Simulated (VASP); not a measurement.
Y, 1 atom in the cell. Symmetry: Fm-3m, No. 225, cubic system. Conventional cell: a = 4.426 Å, b = 4.426 Å, c = 4.426 Å, α = 90.00°, β = 90.00°, γ = 90.00°. Y (site symmetry m-3m) has 12 Y at 3.13 Å within 4.1 Å.  This cell differs from its parent crystal: volume scaled by 0.7.

```yaml
Program: VASP 6.6.1
Task: single point
Functional: PBEsol
Potentials_or_basis: VASP PAW PBE potentials, release 64 (Y_sv)
Cutoff: 520 eV
k_mesh: 13 × 13 × 13
Occupations: fermi-dirac, width 0.1 eV
Spin: no spin polarisation
Dipole_correction: no
Further_INCAR_settings: ALGO = Normal; EDIFF = 1e-06; NBANDS = 12
```

Potentials or basis: VASP PAW PBE potentials, release 64 (Y_sv).

Command:

```sh
$ cat potpaw_PBE.64/Y_sv/POTCAR > POTCAR
$ mpirun -np 1 vasp_std > vasp.out
```

Hardware: 1 thread of Intel(R) Xeon(R) 6975P-C (Granite Rapids), with other jobs on the host.

Task: How long does it take, and how much memory?

Result: It took 7.9 s on 1 thread of Intel(R) Xeon(R) 6975P-C (Granite Rapids), on a shared host, peak memory 0.16 GiB. Counts: scf iterations 11, k points 84.
